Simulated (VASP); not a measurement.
# Sn (P6/mmm) in VASP: a series of runs, part 2 of 2

VASP 6.6.1.

## Step 4: Single point, LDA

This run uses another cell than the first one: it holds 3 atoms, not 1.

INCAR reads:

```
SYSTEM = Sn
  PREC = Accurate
  ENCUT = 520
  EDIFF = 1E-7
  ISMEAR = -1
  SIGMA = 0.05
  LREAL = .False.
  LASPH = .True.
  NELM = 80
  ALGO = Normal
  ISIF = 2
  LWAVE = .False.
  LCHARG = .True.
  GGA = CA
  LELF = .True.
  LVHAR = .True.
  NBANDS = 28
```

KPOINTS reads:

```
regular mesh
0
Gamma
  7 7 10
  0 0 0
```

POSCAR reads:

```
Sn
1.0
    5.0756522606      0.0000000000      0.0000000000
   -2.5378261303      4.3956437985      0.0000000000
    0.0000000000      0.0000000000      3.0709696631
Sn
3
Direct
    0.0000000000      0.0000000000      0.0000000000
    0.3333333333      0.6666666667      0.5000000000
    0.6666666667      0.3333333333      0.5000000000
```

Potentials or basis: VASP PAW LDA potentials, release 64 (Sn_d).

The run is started by

```bash
$ cat potpaw_LDA.64/Sn_d/POTCAR > POTCAR
$ mpirun -np 1 vasp_std > vasp.out
```

OUTCAR:

```text
SYSTEM = Sn
   PREC = Accurate
   ENCUT = 520
   EDIFF = 1E-7
   ISMEAR = -1
   LREAL = .False.
   LASPH = .True.
   NELM = 80
   ISIF = 2
   GGA = CA

 ion  position               nearest neighbor table
   1  0.000  0.000  0.000-   2 3.31   3 3.31   2 3.31   3 3.31   3 3.31   3 3.31   2 3.31   2 3.31
                             3 3.31   3 3.31   2 3.31   2 3.31
   2  0.333  0.667  0.500-   3 2.93   3 2.93   3 2.93   1 3.31   1 3.31   1 3.31   1 3.31   1 3.31
                             1 3.31
   3  0.667  0.333  0.500-   2 2.93   2 2.93   2 2.93   1 3.31   1 3.31   1 3.31   1 3.31   1 3.31
                             1 3.31

  LATTYP: Found a hexagonal cell.
[... 942 lines left out ...]
  --------------------------------------------------------------------------------------
  -------------------------------------------------------------------------------------
  Total        3.8810877      3.8810877      3.8491456      0.0000000      0.0000000      0.0000000
  in kB       90.7557521     90.7557521     90.0088150      0.0000000      0.0000000      0.0000000
  external PRESSURE =      90.5067731 kB  Pullay stress =       0.0000000 kB

 VOLUME and BASIS-vectors are now :
 -----------------------------------------------------------------------------
  energy-cutoff  :      520.00
  volume of cell :       68.52
      direct lattice vectors                 reciprocal lattice vectors
     5.075652261  0.000000000  0.000000000     0.197019013  0.113748980  0.000000000
    -2.537826130  4.395643799  0.000000000     0.000000000  0.227497961  0.000000000
     0.000000000  0.000000000  3.070969663     0.000000000  0.000000000  0.325630048

 POSITION                                       TOTAL-FORCE (eV/Angst)
 -----------------------------------------------------------------------------------
      0.00000      0.00000      0.00000        -0.000000      0.000000      0.000000
     -0.00000      2.93043      1.53548         0.000000     -0.000000     -0.000000
      2.53783      1.46521      1.53548        -0.000000      0.000000      0.000000
 -----------------------------------------------------------------------------------
    total drift:                               -0.000000      0.000000      0.000000

  FREE ENERGIE OF THE ION-ELECTRON SYSTEM (eV)
  ---------------------------------------------------
  free  energy   TOTEN  =       -13.0967872529 eV

  energy  without entropy=      -13.0848904878  energy(sigma->0) =      -13.09083887
```

OSZICAR:

```text
N       E                     dE             d eps       ncg     rms          rms(c)
DAV:   1     0.379811937793E+03    0.37981E+03   -0.21230E+04  2712   0.253E+03
DAV:   2     0.334146989799E+02   -0.34640E+03   -0.34069E+03  2696   0.535E+02
DAV:   3    -0.113407361517E+02   -0.44755E+02   -0.44104E+02  3000   0.176E+02
DAV:   4    -0.131289842897E+02   -0.17882E+01   -0.17775E+01  3132   0.383E+01
DAV:   5    -0.131913949001E+02   -0.62411E-01   -0.62395E-01  3724   0.670E+00    0.344E+00
DAV:   6    -0.131227372630E+02    0.68658E-01   -0.73485E-02  3660   0.592E+00    0.185E+00
DAV:   7    -0.130979936411E+02    0.24744E-01   -0.71417E-02  3340   0.343E+00    0.212E-01
DAV:   8    -0.130968554384E+02    0.11382E-02   -0.10005E-02  3088   0.206E+00    0.966E-02
DAV:   9    -0.130967804910E+02    0.74947E-04   -0.11451E-03  3436   0.660E-01    0.229E-02
DAV:  10    -0.130967878240E+02   -0.73329E-05   -0.16630E-04  3464   0.121E-01    0.120E-02
DAV:  11    -0.130967873333E+02    0.49070E-06   -0.11117E-05  3500   0.405E-02    0.247E-03
DAV:  12    -0.130967872287E+02    0.10460E-06   -0.13489E-06  3768   0.179E-02    0.985E-04
DAV:  13    -0.130967872529E+02   -0.24259E-07   -0.40803E-07  2284   0.133E-02
   1 F= -.13096787E+02 E0= -.13090839E+02  d E =-.118968E-01
```

stdout:

```text
POSCAR found type information on POSCAR Sn
 POSCAR found :  1 types and       3 ions
 scaLAPACK will be used
 LDA part: xc-table for (Slater(with rela. corr.)+CA(PZ))
 , standard interpolation
 POSCAR, INCAR and KPOINTS ok, starting setup
 FFT: planning ... GRIDC
 FFT: planning ... GRID_SOFT
 FFT: planning ... GRID
 WAVECAR not read
 entering main loop
```

It took 29 s on 1 thread of Intel Xeon 6975P-C (Granite Rapids), shared host; peak memory 0.19 GiB.

Results:

```yaml
Free_energy: -13.0968 eV
Pressure: 9.1 GPa
Band_gap_on_the_k_mesh: zero (bands 21 and 22 overlap by 5.21 eV)
```

Levels at points of the mesh, in eV from the Fermi level:
```
           k point  band 17  band 18  band 19  band 20  band 21  band 22  band 23  band 24  band 25  band 26
(0.00, 0.00, 0.00)    -5.69    -5.37    -3.26    -3.26    -3.15    -3.15     3.31     7.26     9.48     9.48
(0.00, 0.00, 0.50)    -7.68    -1.68    -1.17    -1.12    -0.87    -0.87    -0.69     0.58     0.58     1.83
```

Caveat: the cell stands under pressure; spin-orbit coupling is left out, which moves the levels of the heavy elements.

## Step 5: Single point, LDA

This run uses another cell than the first one: it holds 3 atoms, not 1.

INCAR reads:

```
ALGO     = Normal         # electronic algorithm
EDIFF    = 1E-6           # SCF threshold, eV
ENCUT    = 520            # plane-wave cutoff, eV
ISIF     = 2              # what is computed and relaxed
ISMEAR   = -1             # smearing method
LASPH    = T              # aspherical terms in the spheres
LCHARG   = F              # write CHGCAR
LREAL    = F              # projectors in reciprocal space
LWAVE    = F              # write WAVECAR
NBANDS   = 28             # bands
NELM     = 80             # most SCF steps
PREC     = Accurate       # precision mode
SIGMA    = 0.05           # smearing width, eV
```

KPOINTS reads:

```
k-points
0
Gamma
  7 7 10
```

POSCAR is that of step 4.

Potentials or basis: VASP PAW LDA potentials, release 64 (Sn_d).

The run is started by

```bash
$ cat potpaw_LDA.64/Sn_d/POTCAR > POTCAR
$ mpirun -np 1 vasp_std > vasp.out
```

OUTCAR:

```text
EDIFF = 1E-6
   ENCUT = 520
   ISIF = 2
   ISMEAR = -1
   LASPH = T
   LREAL = F
   NELM = 80
   PREC = Accurate

 ion  position               nearest neighbor table
   1  0.000  0.000  0.000-   2 3.31   3 3.31   2 3.31   3 3.31   3 3.31   3 3.31   2 3.31   2 3.31
                             3 3.31   3 3.31   2 3.31   2 3.31
   2  0.333  0.667  0.500-   3 2.93   3 2.93   3 2.93   1 3.31   1 3.31   1 3.31   1 3.31   1 3.31
                             1 3.31
   3  0.667  0.333  0.500-   2 2.93   2 2.93   2 2.93   1 3.31   1 3.31   1 3.31   1 3.31   1 3.31
                             1 3.31

  LATTYP: Found a hexagonal cell.
 ALAT       =     5.0756522606
 C/A-ratio  =     0.6050394128

  Lattice vectors:

 A1 = (   5.0756522606,   0.0000000000,   0.0000000000)
 A2 = (  -2.5378261303,   4.3956437985,   0.0000000000)
 A3 = (   0.0000000000,   0.0000000000,   3.0709696631)

Analysis of symmetry for initial positions (statically):
=====================================================================
 Subroutine PRICEL returns:
 Original cell was already a primitive cell.

 Routine SETGRP: Setting up the symmetry group for a
 hexagonal supercell.

 Subroutine GETGRP returns: Found 24 space group operations
 (whereof 24 operations were pure point group operations)
 out of a pool of 24 trial point group operations.

The static configuration has the point symmetry D_6h.

Analysis of symmetry for dynamics (positions and initial velocities):
=====================================================================
 Subroutine PRICEL returns:
 Original cell was already a primitive cell.

 Routine SETGRP: Setting up the symmetry group for a
 hexagonal supercell.

 Subroutine GETGRP returns: Found 24 space group operations
 (whereof 24 operations were pure point group operations)
[... 117 lines left out ...]
   EMIN   =  10.00;   EMAX   =-10.00  energy-range for DOS
   EFERMI =   0.00;   METHOD = LEGACY
   ISMEAR =    -1;   SIGMA  =   0.05  broadening in eV -4-tet -1-fermi 0-gaus
   EFERMI_NEDOS =   21; number of points for ismear=-14 and -15
   IALGO  =     38    algorithm
   IMIX   =      4    mixing-type and parameters
     AMIX     =   0.40;   BMIX     =  1.00
     AMIX_MAG =   1.60;   BMIX_MAG =  1.00
  volume/ion in A,a.u.               =      22.84       154.12
  Fermi-wavevector in a.u.,A,eV,Ry     =   1.390682  2.628009 26.313635  1.933998
  Thomas-Fermi vector in A             =   2.514594
   LORBIT       =      0    0 simple, 1 ext, 2 COOP (PROOUT), +10 PAW based schemes
   GGA     = CA    functional components
   LHFCALC =     F    Hartree Fock is set to
   AEXX    =    0.0000 exact exchange contribution
   IVDW    =     0    specifies the selected vdW correction
   LEPSILON=     F    determine dielectric tensor
   LRPA    =     F    only Hartree local field effects (RPA)
 non-spin polarized calculation
  energy-cutoff  :      520.00
  volume of cell :       68.52
 maximum number of plane-waves:      1861
 NGX is ok and might be reduce to    40

 number of electron      42.0000005 magnetization

 Free energy of the ion-electron system (eV)
  ---------------------------------------------------
  ext. energy  EPLUGINS =         0.00000000
  ---------------------------------------------------
  free energy    TOTEN  =       -13.09678718 eV

  energy without entropy =      -13.08489039  energy(sigma->0) =      -13.09083879

 E-fermi :  10.2143     XC(G=0): -11.4407

 val. band max:       10.1739451848   @ k =   0.4286   0.0000   0.2000
 cond. band min:      10.2532552379   @ k =   0.2857   0.1429   0.3000
 fundamental gap:      0.0793100531
 Fermi energy:        10.2142870442

 k-point     1 :       0.0000    0.0000    0.0000
  band No.  band energies     occupation
      1     -11.6491      2.00000
      2     -11.5468      2.00000
      3     -11.4678      2.00000
      4     -11.4678      2.00000
      5     -11.4119      2.00000
      6     -11.4119      2.00000
[... 733 lines left out ...]
     27      16.6897      0.00000
     28      19.2835      0.00000

 [... further k-points ...]

------------------------ aborting loop because EDIFF is reached ----------------------------------------

  FORCE on cell =-STRESS in cart. coord.  units (eV):
  Direction    XX          YY          ZZ          XY          YZ          ZX
  --------------------------------------------------------------------------------------
  -------------------------------------------------------------------------------------
  Total        3.8982150      3.8982150      3.8661090      0.0000000      0.0000000      0.0000000
  in kB       91.1562577     91.1562577     90.4054887      0.0000000      0.0000000      0.0000000
  external PRESSURE =      90.9060014 kB  Pullay stress =       0.0000000 kB

 VOLUME and BASIS-vectors are now :
 -----------------------------------------------------------------------------
  energy-cutoff  :      520.00
  volume of cell :       68.52
      direct lattice vectors                 reciprocal lattice vectors
     5.075652261  0.000000000  0.000000000     0.197019013  0.113748980  0.000000000
    -2.537826130  4.395643799  0.000000000     0.000000000  0.227497961  0.000000000
     0.000000000  0.000000000  3.070969663     0.000000000  0.000000000  0.325630048

 POSITION                                       TOTAL-FORCE (eV/Angst)
 -----------------------------------------------------------------------------------
      0.00000      0.00000      0.00000         0.000000      0.000000      0.000000
     -0.00000      2.93043      1.53548         0.000000     -0.000000      0.000000
      2.53783      1.46521      1.53548        -0.000000      0.000000      0.000000
 -----------------------------------------------------------------------------------
    total drift:                               -0.000000      0.000000      0.000000

  FREE ENERGIE OF THE ION-ELECTRON SYSTEM (eV)
  ---------------------------------------------------
  free  energy   TOTEN  =       -13.0967871850 eV

  energy  without entropy=      -13.0848903872  energy(sigma->0) =      -13.09083879
```

OSZICAR:

```text
N       E                     dE             d eps       ncg     rms          rms(c)
DAV:   1     0.379811937793E+03    0.37981E+03   -0.21230E+04  2712   0.253E+03
DAV:   2     0.334146989799E+02   -0.34640E+03   -0.34069E+03  2696   0.535E+02
DAV:   3    -0.113407361517E+02   -0.44755E+02   -0.44104E+02  3000   0.176E+02
DAV:   4    -0.131289842897E+02   -0.17882E+01   -0.17775E+01  3132   0.383E+01
DAV:   5    -0.131913949001E+02   -0.62411E-01   -0.62395E-01  3724   0.670E+00    0.344E+00
DAV:   6    -0.131227372630E+02    0.68658E-01   -0.73485E-02  3660   0.592E+00    0.185E+00
DAV:   7    -0.130979936411E+02    0.24744E-01   -0.71417E-02  3340   0.343E+00    0.212E-01
DAV:   8    -0.130968554384E+02    0.11382E-02   -0.10005E-02  3088   0.206E+00    0.966E-02
DAV:   9    -0.130967804910E+02    0.74947E-04   -0.11451E-03  3436   0.660E-01    0.229E-02
DAV:  10    -0.130967878240E+02   -0.73329E-05   -0.16630E-04  3464   0.121E-01    0.120E-02
DAV:  11    -0.130967873285E+02    0.49549E-06   -0.11069E-05  3396   0.405E-02    0.246E-03
DAV:  12    -0.130967871850E+02    0.14350E-06   -0.95530E-07  1568   0.179E-02
   1 F= -.13096787E+02 E0= -.13090839E+02  d E =-.118968E-01
```

Run time: 26 s. Hardware: 1 thread of Intel Xeon 6975P-C (Granite Rapids), shared host; peak memory 0.19 GiB.

What came out:

```yaml
Free_energy: -13.0968 eV
Pressure: 9.1 GPa
Band_gap_on_the_k_mesh: zero (bands 21 and 22 overlap by 5.21 eV)
```

Levels at points of the mesh, in eV from the Fermi level:
```
           k point  band 17  band 18  band 19  band 20  band 21  band 22  band 23  band 24  band 25  band 26
(0.00, 0.00, 0.00)    -5.69    -5.37    -3.26    -3.26    -3.15    -3.15     3.31     7.26     9.48     9.48
(0.00, 0.00, 0.50)    -7.68    -1.68    -1.17    -1.12    -0.87    -0.87    -0.69     0.58     0.58     1.83
```

Caveat: the cell stands under pressure; spin-orbit coupling is left out, which moves the levels of the heavy elements.

## Step 6: Overview

```tsv
cell	k mesh	gap on the mesh (eV)	pressure (GPa)
a = 3.070, b = 3.070, c = 2.853 Å, angles 90.0, 90.0, 120.0°, 1 atom, atomic positions A	14 × 14 × 13	none	9.1
a = 3.071, b = 3.071, c = 2.853 Å, angles 90.0, 90.0, 120.0°, 1 atom, atomic positions A	14 × 14 × 13	none	9.0
a = 5.076, b = 5.076, c = 3.071 Å, angles 90.0, 90.0, 120.0°, 3 atoms, atomic positions B	7 × 7 × 10	none	9.1
```

Alike in all rows: task single point; level LDA; potentials or basis VASP PAW LDA potentials, release 64 (Sn_d); no spin polarisation; cutoff (eV) 520; smearing fermi-dirac 0.05 eV.

Caveats: the cell stands under pressure; spin-orbit coupling is left out, which moves the levels of the heavy elements.

Total energies depend on the potentials used, so only differences within one code and one set of settings carry meaning.

The gap in the log of VASP goes by the Fermi energy; the results here count the filled bands.